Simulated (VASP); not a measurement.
# PbO2 (Fm-3m) in VASP: further runs

Runs on PbO2. Level: PBE. Tasks: single point.

All numbers are computed with VASP 6.6.1; they aren't measurements. Logs are shortened: lines on timing, memory, paths and dates and some standing lists are left out, and cuts for length are marked.

## (1) The cell of the first run

It takes space group Fm-3m (No. 225, cubic). Conventional cell: a = 5.404 Å, b = 5.404 Å, c = 5.404 Å, α = 90.00°, β = 90.00°, γ = 90.00°. Pb (site symmetry m-3m) has 8 O at 2.34 Å within 3.1 Å. O (site symmetry -43m) has 4 Pb at 2.34 Å and 6 O at 2.70 Å within 3.1 Å.

## (2) Single point, PBE

Input file INCAR:

```
SYSTEM = PbO2
ALGO = Normal
EDIFF = 1E-6
ENCUT = 520
GGA = PE
ISIF = 2
ISMEAR = -1
LASPH = .True.
LCHARG = .True.
LELF = .True.
LREAL = .False.
LVHAR = .True.
LWAVE = .False.
NBANDS = 20
NELM = 60
PREC = Accurate
SIGMA = 0.008617333262145177
```

Input file KPOINTS:

```
k-points
0
Gamma
  3 3 3
  0 0 0
```

Input file POSCAR:

```
PbO2
1.0
    0.0000000000      2.7019920000      2.7019920000
    2.7019920000      0.0000000000      2.7019920000
    2.7019920000      2.7019920000      0.0000000000
Pb O
1 2
Direct
    0.0000000000      0.0000000000      0.0000000000
    0.2500000000      0.2500000000      0.2500000000
    0.7500000000      0.7500000000      0.7500000000
```

Potentials or basis: VASP PAW PBE potentials, release 64 (Pb_d, O).

Command:

```console
> cat potpaw_PBE.64/Pb_d/POTCAR potpaw_PBE.64/O/POTCAR > POTCAR
> mpirun -np 1 vasp_std > vasp.out
```

OUTCAR:

```text
SYSTEM = PbO2
   EDIFF = 1E-6
   ENCUT = 520
   GGA = PE
   ISIF = 2
   ISMEAR = -1
   LASPH = .True.
   LREAL = .False.
   NELM = 60
   PREC = Accurate

 ion  position               nearest neighbor table
   1  0.000  0.000  0.000-   3 2.34   3 2.34   3 2.34   2 2.34   2 2.34   2 2.34   3 2.34   2 2.34

   2  0.250  0.250  0.250-   1 2.34   1 2.34   1 2.34   1 2.34
   3  0.750  0.750  0.750-   1 2.34   1 2.34   1 2.34   1 2.34

  LATTYP: Found a face centered cubic cell.
 ALAT       =     5.4039840000

  Lattice vectors:

 A1 = (   0.0000000000,   2.7019920000,   2.7019920000)
 A2 = (   2.7019920000,   0.0000000000,   2.7019920000)
 A3 = (   2.7019920000,   2.7019920000,   0.0000000000)

Analysis of symmetry for initial positions (statically):
=====================================================================
 Subroutine PRICEL returns:
 Original cell was already a primitive cell.

 Routine SETGRP: Setting up the symmetry group for a
 face centered cubic supercell.

 Subroutine GETGRP returns: Found 48 space group operations
[... 9 lines left out ...]

 Routine SETGRP: Setting up the symmetry group for a
 face centered cubic supercell.

 Subroutine GETGRP returns: Found 48 space group operations
[... 11 lines left out ...]
                                     Primitive cell

  volume of cell :      39.4532

  direct lattice vectors                    reciprocal lattice vectors
     0.000000000  2.701992000  2.701992000    -0.185048660  0.185048660  0.185048660
     2.701992000  0.000000000  2.701992000     0.185048660 -0.185048660  0.185048660
     2.701992000  2.701992000  0.000000000     0.185048660  0.185048660 -0.185048660

  length of vectors
     3.821193732  3.821193732  3.821193732     0.320513682  0.320513682  0.320513682

  position of ions in fractional coordinates (direct lattice)
     0.000000000  0.000000000  0.000000000
     0.250000000  0.250000000  0.250000000
     0.750000000  0.750000000  0.750000000

  ion indices of the primitive-cell ions
   primitive index   ion index
                 1           1
                 2           2
                 3           3

----------------------------------------------------------------------------------------

 KPOINTS: k-points

Automatic generation of k-mesh.
 Grid dimensions read from file:
 generate k-points for:    3    3    3

 Generating k-lattice:

  Cartesian coordinates                     Fractional coordinates (reciprocal lattice)
    -0.061682887  0.061682887  0.061682887     0.333333333  0.000000000  0.000000000
     0.061682887 -0.061682887  0.061682887     0.000000000  0.333333333  0.000000000
     0.061682887  0.061682887 -0.061682887     0.000000000  0.000000000  0.333333333

  Length of vectors
     0.106837894  0.106837894  0.106837894

  Shift w.r.t. Gamma in fractional coordinates (k-lattice)
     0.000000000  0.000000000  0.000000000

 Subroutine IBZKPT returns following result:
 ===========================================

 Found      4 irreducible k-points:

 Following reciprocal coordinates:
            Coordinates               Weight
  0.000000  0.000000  0.000000      1.000000
  0.333333  0.000000  0.000000      8.000000
  0.333333  0.333333  0.000000      6.000000
 -0.333333  0.333333  0.000000     12.000000
   k-points           NKPTS =      4   k-points in BZ     NKDIM =      4   number of bands    NBANDS=     20
   number of dos      NEDOS =    301   number of ions     NIONS =      3
   total plane-waves  NPLWV =  21952
   dimension x,y,z NGX =    28 NGY =   28 NGZ =   28
   dimension x,y,z NGXF=    56 NGYF=   56 NGZF=   56
   ions per type =               1   2
   NGX,Y,Z   is equivalent  to a cutoff of  12.18, 12.18, 12.18 a.u.
   NGXF,Y,Z  is equivalent  to a cutoff of  24.36, 24.36, 24.36 a.u.
 SYSTEM =  PbO2
   PREC   = accura    normal or accurate (medium, high low for compatibility)
   ISTART =      0    job   : 0-new  1-cont  2-samecut
   ICHARG =      2    charge: 1-file 2-atom 10-const
   ISPIN  =      1    spin polarized calculation?
   LNONCOLLINEAR =      F non collinear calculations
   LSORBIT =      F    spin-orbit coupling
   LASPH  =      T    aspherical Exc in radial PAW
   ENCUT  =  520.0 eV  38.22 Ry    6.18 a.u.   7.10  7.10  7.10*2*pi/ulx,y,z
   NELM   =     60;   NELMIN=  2; NELMDL= -5     # of ELM steps
   EDIFF  = 0.1E-05   stopping-criterion for ELM
   LREAL  =      F    real-space projection
   EDIFFG = 0.1E-04   stopping-criterion for IOM
   NSW    =      0    number of steps for IOM
   IBRION =     -1    ionic relax: 0-MD 1-quasi-New 2-CG
   NFREE  =      0    steps in history (QN), initial steepest desc. (CG)
   ISIF   =      2    stress and relaxation
   ISYM   =      2    0-nonsym 1-usesym 2-fastsym
   POTIM  = 0.5000    time-step for ionic-motion
   TEBEG  =    0.0;   TEEND  =   0.0 temperature during run
   PSTRESS=    0.0 pullay stress
   NELECT =      26.0000    total number of electrons
   NUPDOWN=      -1.0000    fix difference up-down
   EMIN   =  10.00;   EMAX   =-10.00  energy-range for DOS
   EFERMI =   0.00;   METHOD = LEGACY
   ISMEAR =    -1;   SIGMA  =   0.01  broadening in eV -4-tet -1-fermi 0-gaus
   EFERMI_NEDOS =   21; number of points for ismear=-14 and -15
   IALGO  =     38    algorithm
   IMIX   =      4    mixing-type and parameters
     AMIX     =   0.40;   BMIX     =  1.00
     AMIX_MAG =   1.60;   BMIX_MAG =  1.00
  volume/ion in A,a.u.               =      13.15        88.75
  Fermi-wavevector in a.u.,A,eV,Ry     =   1.424640  2.692180 27.614384  2.029600
  Thomas-Fermi vector in A             =   2.545110
   LORBIT       =      0    0 simple, 1 ext, 2 COOP (PROOUT), +10 PAW based schemes
   GGA     = PE    functional components
[... 5 lines left out ...]
 non-spin polarized calculation
  energy-cutoff  :      520.00
  volume of cell :       39.45
 maximum number of plane-waves:      1073
   NGX = 15   NGY = 15   NGZ = 15

 number of electron      25.9999989 magnetization

 Free energy of the ion-electron system (eV)
  ---------------------------------------------------
  ext. energy  EPLUGINS =         0.00000000
  ---------------------------------------------------
  free energy    TOTEN  =       -15.60754332 eV

  energy without entropy =      -15.60534587  energy(sigma->0) =      -15.60644460

 E-fermi :   5.3963     XC(G=0): -11.1429

 val. band max:        5.3756538644   @ k =  -0.3333   0.3333   0.0000
 cond. band min:       7.0818777078   @ k =   0.3333   0.3333   0.0000
 fundamental gap:      1.7062238434
 Fermi energy:         5.3963177676

 k-point     1 :       0.0000    0.0000    0.0000
  band No.  band energies     occupation
      1     -12.8674      2.00000
      2     -10.0579      2.00000
      3     -10.0492      2.00000
      4     -10.0492      2.00000
      5     -10.0492      2.00000
      6      -9.8174      2.00000
      7      -9.8174      2.00000
      8       2.8991      2.00000
      9       3.6691      2.00000
     10       3.6691      2.00000
     11       3.6691      2.00000
     12       4.4368      2.00000
     13       4.4368      2.00000
     14       4.4368      2.00000
     15      12.6244      0.00000
     16      12.6244      0.00000
     17      12.6244      0.00000
     18      17.4109      0.00000
     19      21.2167      0.00000
     20      21.2167      0.00000

 k-point     2 :       0.3333    0.0000    0.0000
  band No.  band energies     occupation
      1     -12.2928      2.00000
      2     -11.3082      2.00000
      3      -9.9832      2.00000
      4      -9.9832      2.00000
      5      -9.7931      2.00000
      6      -9.7931      2.00000
      7      -8.6969      2.00000
      8      -0.3176      2.00000
      9       2.6651      2.00000
     10       3.0613      2.00000
     11       3.0613      2.00000
     12       4.2846      2.00000
     13       4.2846      2.00000
     14       7.6308      0.00000
     15      12.4185      0.00000
     16      14.4035      0.00000
     17      14.4035      0.00000
     18      20.5717      0.00000
     19      20.7833      0.00000
     20      20.7833      0.00000

 k-point     3 :       0.3333    0.3333    0.0000
  band No.  band energies     occupation
      1     -11.8907      2.00000
      2     -11.8129      2.00000
      3      -9.9018      2.00000
      4      -9.8644      2.00000
      5      -9.8644      2.00000
      6      -9.7693      2.00000
      7      -8.2856      2.00000
      8      -1.4555      2.00000
      9       1.6586      2.00000
     10       1.6586      2.00000
     11       4.9066      2.00000
     12       5.2890      1.99999
     13       5.2890      1.99999
     14       7.0819      0.00000
     15      11.1590      0.00000
     16      15.5423      0.00000
     17      15.5423      0.00000
     18      16.8787      0.00000
     19      21.6293      0.00000
     20      23.5936      0.00000

 k-point     4 :      -0.3333    0.3333    0.0000
  band No.  band energies     occupation
      1     -11.9598      2.00000
      2     -11.7230      2.00000
      3      -9.8803      2.00000
      4      -9.8542      2.00000
      5      -9.8045      2.00000
      6      -9.0491      2.00000
      7      -8.8693      2.00000
      8      -2.1064      2.00000
      9       1.6360      2.00000
     10       1.9483      2.00000
     11       3.8029      2.00000
     12       4.9206      2.00000
     13       5.3757      1.83334
     14       7.9126      0.00000
     15      13.8401      0.00000
     16      14.0549      0.00000
     17      15.8697      0.00000
     18      16.3296      0.00000
     19      21.2277      0.00000
     20      23.2757      0.00000

------------------------ aborting loop because EDIFF is reached ----------------------------------------

  FORCE on cell =-STRESS in cart. coord.  units (eV):
  Direction    XX          YY          ZZ          XY          YZ          ZX
  --------------------------------------------------------------------------------------
  -------------------------------------------------------------------------------------
  Total        0.1786089      0.1786089      0.1786089      0.0000000      0.0000000     -0.0000000
  in kB        7.2532315      7.2532315      7.2532315      0.0000000      0.0000000     -0.0000000
  external PRESSURE =       7.2532315 kB  Pullay stress =       0.0000000 kB

 VOLUME and BASIS-vectors are now :
 -----------------------------------------------------------------------------
  energy-cutoff  :      520.00
  volume of cell :       39.45
      direct lattice vectors                 reciprocal lattice vectors
     0.000000000  2.701992000  2.701992000    -0.185048660  0.185048660  0.185048660
     2.701992000  0.000000000  2.701992000     0.185048660 -0.185048660  0.185048660
     2.701992000  2.701992000  0.000000000     0.185048660  0.185048660 -0.185048660

 POSITION                                       TOTAL-FORCE (eV/Angst)
 -----------------------------------------------------------------------------------
      0.00000      0.00000      0.00000        -0.000000      0.000000      0.000000
      1.35100      1.35100      1.35100         0.000000      0.000000      0.000000
      4.05299      4.05299      4.05299        -0.000000     -0.000000     -0.000000
 -----------------------------------------------------------------------------------
    total drift:                                0.000000      0.000000      0.000000

  FREE ENERGIE OF THE ION-ELECTRON SYSTEM (eV)
  ---------------------------------------------------
  free  energy   TOTEN  =       -15.6075433247 eV

  energy  without entropy=      -15.6053458729  energy(sigma->0) =      -15.60644460
```

Wall time 4.6 s (1 thread of Intel Xeon 6975P-C (Granite Rapids), shared host); peak memory 0.15 GiB.

What came out:

```yaml
Free_energy: -15.6075 eV
Pressure: 0.7 GPa
Band_gap_on_the_k_mesh: zero (band 13 reaches 5.38 eV, above the bottom of band 14 at 4.44 eV)
```

Caveat: the k points lie up to 0.67 Å⁻¹ apart; spin-orbit coupling is left out, which moves the levels of the heavy elements.

## (3) Single point, PBE

Input file INCAR:

```
  PREC = Accurate
  ENCUT = 520
  EDIFF = 1E-6
  ISMEAR = -1
  SIGMA = 0.06802846561497
  LREAL = F
  LASPH = T
  NELM = 100
  ALGO = Normal
  ISIF = 2
  LWAVE = F
  LCHARG = F
  GGA = PE
  NBANDS = 20
  ISYM = 0
```

Input file KPOINTS:

```
Automatic mesh
0
Gamma
  2 2 2
  0.5 0.5 0.5
```

POSCAR is that of step 2.

Potentials or basis: VASP PAW PBE potentials, release 64 (Pb_d, O).

Command:

```console
> cat potpaw_PBE.64/Pb_d/POTCAR potpaw_PBE.64/O/POTCAR > POTCAR
> mpirun -np 1 vasp_std > vasp.out
```

It took 7.6 s on 1 thread of Intel Xeon 6975P-C (Granite Rapids), shared host; peak memory 0.15 GiB.

The run converged. Its results:

```
Free energy            : -15.7147 eV
Pressure               : 0.0 GPa
Band gap on the k mesh : 1.93 eV, indirect (least direct gap 2.62 eV)
```

Levels at points of the mesh, in eV from the valence-band top:
```tsv
k point	band 9	band 10	band 11	band 12	band 13	band 14	band 15	band 16	band 17	band 18
(0.25, 0.25, 0.25)	-2.05	-1.77	-1.77	-0.69	-0.69	1.93	7.21	8.76	8.76	15.39
```

Caveat: the k points lie up to 1.01 Å⁻¹ apart; spin-orbit coupling is left out, which moves the levels of the heavy elements. A k mesh can miss the band edges.
